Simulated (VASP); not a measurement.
# Ge (Amm2) in VASP: further runs

Runs on Ge. Level: LDA. Tasks: single point.

Everything below comes from runs of VASP 6.6.1. Logs are shortened: lines on timing, memory, paths and dates and some standing lists are left out, and cuts for length are marked.

### Step 1. The cell of the first run

It takes space group Amm2 (No. 38, orthorhombic). Conventional cell: a = 4.001 Å, b = 8.001 Å, c = 11.316 Å, α = 90.00°, β = 90.00°, γ = 90.00°. Ge (site symmetry mm2) has 2 Ge at 2.52 Å within 3.3 Å. Ge (site symmetry m) has 4 Ge at 2.46 to 2.52 Å within 3.2 Å. Within 3.2 Å of Ge (site symmetry m) lie 3 Ge at 2.46 Å. Within 3.2 Å of Ge (site symmetry mm2) lie 4 Ge at 2.45 to 2.46 Å. Ge (site symmetry mm2) has 4 Ge at 2.45 to 2.46 Å within 3.2 Å.

### Step 2. Single point, LDA

File INCAR:

```
SYSTEM = Ge
ALGO = Normal
EDIFF = 1E-7
ENCUT = 520
ISIF = 2
ISMEAR = -1
LASPH = .True.
LCHARG = .False.
LREAL = .False.
LWAVE = .False.
NBANDS = 58
NELM = 100
PREC = Accurate
SIGMA = 0.05
```

File KPOINTS:

```
k-points
0
Gamma
  4 4 4
  0 0 0
```

File POSCAR:

```
Ge
1.0
    0.0000000000      5.6578200000      5.6578200000
    5.6578200000      0.0000000000      5.6578200000
    2.8289100000      2.8289100000      0.0000000000
Ge
7
Direct
    0.1025713968      0.1025713968      0.2948572065
    0.0122328034      0.4865244918      0.0012425280
    0.1348054551      0.6172584140      0.2479361309
    0.4865244918      0.0122328034      0.0012425280
    0.6172584140      0.1348054551      0.2479361309
    0.5107546723      0.5107546723     -0.0215093446
    0.6358527666      0.6358527666      0.2282944668
```

Potentials or basis: VASP PAW LDA potentials, release 64 (Ge_d).

Started as:

```
$ cat potpaw_LDA.64/Ge_d/POTCAR > POTCAR
$ mpirun -np 1 vasp_std > vasp.out
```

OUTCAR:

```text
SYSTEM = Ge
   EDIFF = 1E-7
   ENCUT = 520
   ISIF = 2
   ISMEAR = -1
   LASPH = .True.
   LREAL = .False.
   NELM = 100
   PREC = Accurate

 ion  position               nearest neighbor table
   1  0.103  0.103  0.295-   2 2.52   4 2.52
   2  0.012  0.487  0.001-   3 2.46   3 2.46   7 2.46   1 2.52
   3  0.135  0.617  0.248-   6 2.46   2 2.46   2 2.46
   4  0.487  0.012  0.001-   5 2.46   5 2.46   7 2.46   1 2.52
   5  0.617  0.135  0.248-   6 2.46   4 2.46   4 2.46
   6  0.511  0.511  0.978-   7 2.45   7 2.45   3 2.46   5 2.46
   7  0.636  0.636  0.228-   6 2.45   6 2.45   4 2.46   2 2.46

  LATTYP: Found a base centered orthorhombic cell.
 ALAT       =     8.0013657775
 B/A-ratio  =     1.4142135624
 C/A-ratio  =     0.5000000000

  Lattice vectors:

 A1 = (  -2.8289100000,   2.8289100000,  -5.6578200000)
 A2 = (  -2.8289100000,   2.8289100000,   5.6578200000)
 A3 = (   2.8289100000,   2.8289100000,   0.0000000000)

Analysis of symmetry for initial positions (statically):
=====================================================================
 Subroutine PRICEL returns:
 Original cell was already a primitive cell.

 Routine SETGRP: Setting up the symmetry group for a
 base centered orthorhombic supercell.

 Subroutine GETGRP returns: Found  4 space group operations
 (whereof  4 operations were pure point group operations)
 out of a pool of  8 trial point group operations.

The static configuration has the point symmetry C_2v.

Analysis of symmetry for dynamics (positions and initial velocities):
=====================================================================
 Subroutine PRICEL returns:
 Original cell was already a primitive cell.

 Routine SETGRP: Setting up the symmetry group for a
 base centered orthorhombic supercell.

 Subroutine GETGRP returns: Found  4 space group operations
 (whereof  4 operations were pure point group operations)
 out of a pool of  8 trial point group operations.

The dynamic configuration has the point symmetry C_2v.

 Subroutine INISYM returns: Found  4 space group operations
 (whereof  4 operations are pure point group operations),
 and found     1 'primitive' translations

----------------------------------------------------------------------------------------

                                     Primitive cell

  volume of cell :     181.1121

  direct lattice vectors                    reciprocal lattice vectors
     0.000000000  5.657820000  5.657820000    -0.088373260  0.088373260  0.088373260
     5.657820000  0.000000000  5.657820000     0.088373260 -0.088373260  0.088373260
     2.828910000  2.828910000  0.000000000     0.176746521  0.176746521 -0.176746521

  length of vectors
     8.001365777  8.001365777  4.000682889     0.153066977  0.153066977  0.306133954

  position of ions in fractional coordinates (direct lattice)
     0.102571397  0.102571397  0.294857206
     0.012232803  0.486524492  0.001242528
     0.134805455  0.617258414  0.247936131
     0.486524492  0.012232803  0.001242528
     0.617258414  0.134805455  0.247936131
     0.510754672  0.510754672  0.978490655
     0.635852767  0.635852767  0.228294467

  ion indices of the primitive-cell ions
   primitive index   ion index
                 1           1
                 2           2
                 3           3
                 4           4
                 5           5
                 6           6
                 7           7

----------------------------------------------------------------------------------------

 KPOINTS: k-points

Automatic generation of k-mesh.
 Grid dimensions read from file:
 generate k-points for:    4    4    4

 Generating k-lattice:

  Cartesian coordinates                     Fractional coordinates (reciprocal lattice)
    -0.022093315  0.022093315  0.022093315     0.250000000  0.000000000  0.000000000
     0.022093315 -0.022093315  0.022093315     0.000000000  0.250000000  0.000000000
     0.044186630  0.044186630 -0.044186630     0.000000000  0.000000000  0.250000000

  Length of vectors
     0.038266744  0.038266744  0.076533488

  Shift w.r.t. Gamma in fractional coordinates (k-lattice)
     0.000000000  0.000000000  0.000000000

 Subroutine IBZKPT returns following result:
 ===========================================

 Found     21 irreducible k-points:

 Following reciprocal coordinates:
            Coordinates               Weight
  0.000000  0.000000  0.000000      1.000000
  0.250000  0.000000  0.000000      4.000000
  0.500000  0.000000  0.000000      2.000000
  0.250000  0.250000  0.000000      2.000000
  0.500000  0.250000  0.000000      4.000000
 -0.250000  0.250000  0.000000      2.000000
[... 13 lines left out ...]
 -0.250000  0.250000  0.500000      2.000000
  0.500000  0.500000  0.500000      1.000000
   k-points           NKPTS =     21   k-points in BZ     NKDIM =     21   number of bands    NBANDS=     58
   number of dos      NEDOS =    301   number of ions     NIONS =      7
   total plane-waves  NPLWV = 108000
   dimension x,y,z NGX =    60 NGY =   60 NGZ =   30
   dimension x,y,z NGXF=   120 NGYF=  120 NGZF=   60
   ions per type =               7
   NGX,Y,Z   is equivalent  to a cutoff of  12.47, 12.47, 12.47 a.u.
   NGXF,Y,Z  is equivalent  to a cutoff of  24.93, 24.93, 24.93 a.u.
 SYSTEM =  Ge
   PREC   = accura    normal or accurate (medium, high low for compatibility)
   ISTART =      0    job   : 0-new  1-cont  2-samecut
   ICHARG =      2    charge: 1-file 2-atom 10-const
   ISPIN  =      1    spin polarized calculation?
   LNONCOLLINEAR =      F non collinear calculations
   LSORBIT =      F    spin-orbit coupling
   LASPH  =      T    aspherical Exc in radial PAW
   ENCUT  =  520.0 eV  38.22 Ry    6.18 a.u.  14.88 14.88  7.44*2*pi/ulx,y,z
   NELM   =    100;   NELMIN=  2; NELMDL= -5     # of ELM steps
   EDIFF  = 0.1E-06   stopping-criterion for ELM
   LREAL  =      F    real-space projection
   EDIFFG = 0.1E-05   stopping-criterion for IOM
   NSW    =      0    number of steps for IOM
   IBRION =     -1    ionic relax: 0-MD 1-quasi-New 2-CG
   NFREE  =      0    steps in history (QN), initial steepest desc. (CG)
   ISIF   =      2    stress and relaxation
   ISYM   =      2    0-nonsym 1-usesym 2-fastsym
   POTIM  = 0.5000    time-step for ionic-motion
   TEBEG  =    0.0;   TEEND  =   0.0 temperature during run
   PSTRESS=    0.0 pullay stress
   NELECT =      98.0000    total number of electrons
   NUPDOWN=      -1.0000    fix difference up-down
   EMIN   =  10.00;   EMAX   =-10.00  energy-range for DOS
   EFERMI =   0.00;   METHOD = LEGACY
   ISMEAR =    -1;   SIGMA  =   0.05  broadening in eV -4-tet -1-fermi 0-gaus
   EFERMI_NEDOS =   21; number of points for ismear=-14 and -15
   IALGO  =     38    algorithm
   IMIX   =      4    mixing-type and parameters
     AMIX     =   0.40;   BMIX     =  1.00
     AMIX_MAG =   1.60;   BMIX_MAG =  1.00
  volume/ion in A,a.u.               =      25.87       174.60
  Fermi-wavevector in a.u.,A,eV,Ry     =   1.334037  2.520964 24.213656  1.779654
  Thomas-Fermi vector in A             =   2.462849
   LORBIT       =      0    0 simple, 1 ext, 2 COOP (PROOUT), +10 PAW based schemes
   GGA     = CA    functional components
   LHFCALC =     F    Hartree Fock is set to
   AEXX    =    0.0000 exact exchange contribution
   IVDW    =     0    specifies the selected vdW correction
   LEPSILON=     F    determine dielectric tensor
   LRPA    =     F    only Hartree local field effects (RPA)
 non-spin polarized calculation
  energy-cutoff  :      520.00
  volume of cell :      181.11
 maximum number of plane-waves:      4920
   NGX = 29   NGY = 29   NGZ = 15

 number of electron      98.0000010 magnetization

 Free energy of the ion-electron system (eV)
  ---------------------------------------------------
  ext. energy  EPLUGINS =         0.00000000
  ---------------------------------------------------
  free energy    TOTEN  =       -33.90976159 eV

  energy without entropy =      -33.90199759  energy(sigma->0) =      -33.90587959

 E-fermi :   3.1942     XC(G=0):  -9.6908

 val. band max:        3.1248626307   @ k =  -0.2500   0.2500   0.0000
 cond. band min:       3.2684360342   @ k =   0.2500   0.0000   0.0000
 fundamental gap:      0.1435734035
 Fermi energy:         3.1942021312

 k-point     1 :       0.0000    0.0000    0.0000
  band No.  band energies     occupation
      1     -21.4729      2.00000
      2     -21.4453      2.00000
      3     -21.4390      2.00000
      4     -21.4342      2.00000
      5     -21.4318      2.00000
      6     -21.4275      2.00000
[... 50 lines left out ...]
     57       6.9253      0.00000
     58       7.0105      0.00000

 k-point     2 :       0.2500    0.0000    0.0000
  band No.  band energies     occupation
      1     -21.4735      2.00000
      2     -21.4452      2.00000
      3     -21.4400      2.00000
      4     -21.4347      2.00000
      5     -21.4322      2.00000
      6     -21.4271      2.00000
[... 50 lines left out ...]
     57       7.1102      0.00000
     58       7.3850      0.00000

 k-point     3 :       0.5000    0.0000    0.0000
  band No.  band energies     occupation
      1     -21.4741      2.00000
      2     -21.4452      2.00000
      3     -21.4411      2.00000
      4     -21.4351      2.00000
      5     -21.4325      2.00000
      6     -21.4268      2.00000
[... 1033 lines left out ...]
      3     -21.4434      2.00000
      4     -21.4370      2.00000
      5     -21.4337      2.00000
      6     -21.4289      2.00000
[... 50 lines left out ...]
     57       7.3305      0.00000
     58       8.5076      0.00000

 k-point    21 :       0.5000    0.5000    0.5000
  band No.  band energies     occupation
      1     -21.4786      2.00000
      2     -21.4479      2.00000
      3     -21.4443      2.00000
      4     -21.4386      2.00000
      5     -21.4327      2.00000
      6     -21.4305      2.00000
[... 50 lines left out ...]
     57       8.3792      0.00000
     58       8.5614      0.00000

------------------------ aborting loop because EDIFF is reached ----------------------------------------

  FORCE on cell =-STRESS in cart. coord.  units (eV):
  Direction    XX          YY          ZZ          XY          YZ          ZX
  --------------------------------------------------------------------------------------
  -------------------------------------------------------------------------------------
  Total       -3.6459294     -3.6459294     -5.1196496      1.3027005      0.0000000      0.0000000
  in kB      -32.2530994    -32.2530994    -45.2901166     11.5241201      0.0000000      0.0000000
  external PRESSURE =     -36.5987718 kB  Pullay stress =       0.0000000 kB

 VOLUME and BASIS-vectors are now :
 -----------------------------------------------------------------------------
  energy-cutoff  :      520.00
  volume of cell :      181.11
      direct lattice vectors                 reciprocal lattice vectors
     0.000000000  5.657820000  5.657820000    -0.088373260  0.088373260  0.088373260
     5.657820000  0.000000000  5.657820000     0.088373260 -0.088373260  0.088373260
     2.828910000  2.828910000  0.000000000     0.176746521  0.176746521 -0.176746521

 POSITION                                       TOTAL-FORCE (eV/Angst)
 -----------------------------------------------------------------------------------
      1.41446      1.41446      1.16066         0.000000      0.000000     -0.005725
      2.75618      0.07273      2.82188        -0.004425      0.004425      0.001270
      4.19373      1.46409      4.25504        -0.001968      0.001968      0.010908
      0.07273      2.75618      2.82188         0.004425     -0.004425      0.001270
      1.46409      4.19373      4.25504         0.001968     -0.001968      0.010908
      5.65782      5.65782      5.77952        -0.000000     -0.000000     -0.014442
      4.24337      4.24337      7.19508         0.000000      0.000000     -0.004189
 -----------------------------------------------------------------------------------
    total drift:                                0.000552      0.000552     -0.005025

  FREE ENERGIE OF THE ION-ELECTRON SYSTEM (eV)
  ---------------------------------------------------
  free  energy   TOTEN  =       -33.9097615926 eV

  energy  without entropy=      -33.9019975900  energy(sigma->0) =      -33.90587959
```

Wall time 7.6 min (1 thread of Oxide Virtual Turin-like, shared host); peak memory 0.3 GiB.

What came out:

| Property | Result |
| --- | --- |
| Free energy | -33.9098 eV |
| Pressure | -3.7 GPa |
| Largest force | 0.014 eV/Å |
| Band gap on the k mesh | zero (bands 49 and 50 overlap by 1.21 eV) |

Forces on the atoms (eV/Å):
```
Ge   0.000  0.000 -0.006
Ge  -0.004  0.004  0.001
Ge  -0.002  0.002  0.011
Ge   0.004 -0.004  0.001
Ge   0.002 -0.002  0.011
Ge   0.000  0.000 -0.014
Ge   0.000  0.000 -0.004
```

Stress tensor (GPa, compression positive):
```
-3.23  1.15  0.00
 1.15 -3.23  0.00
 0.00  0.00 -4.53
```

Levels at points of the mesh, in eV from the Fermi level:
```
           k point  band 46  band 47  band 48  band 49  band 50  band 51  band 52  band 53
(0.00, 0.00, 0.00)    -0.55    -0.33    -0.11     0.43     0.67     1.19     1.32     2.05
(0.50, 0.00, 0.00)    -1.26    -0.86    -0.35    -0.33     1.04     1.29     1.82     2.00
(0.50, 0.50, 0.00)    -1.32    -1.29    -0.93    -0.84     0.37     1.65     1.83     2.00
(0.00, 0.00, 0.50)    -1.95    -1.92    -0.68    -0.21     0.83     0.86     0.99     1.37
(0.50, 0.00, 0.50)    -1.96    -1.80    -1.70    -0.82    -0.52     0.92     1.72     2.04
(0.50, 0.50, 0.50)    -2.98    -1.86    -1.33    -0.86    -0.78     1.06     2.47     4.19
```

Caveat: the k points lie up to 0.39 Å⁻¹ apart, too coarse for converged energies and pressures of a metal.

[end of part 1 of 2]

The gap in the log of VASP goes by the Fermi energy; the results here count the filled bands.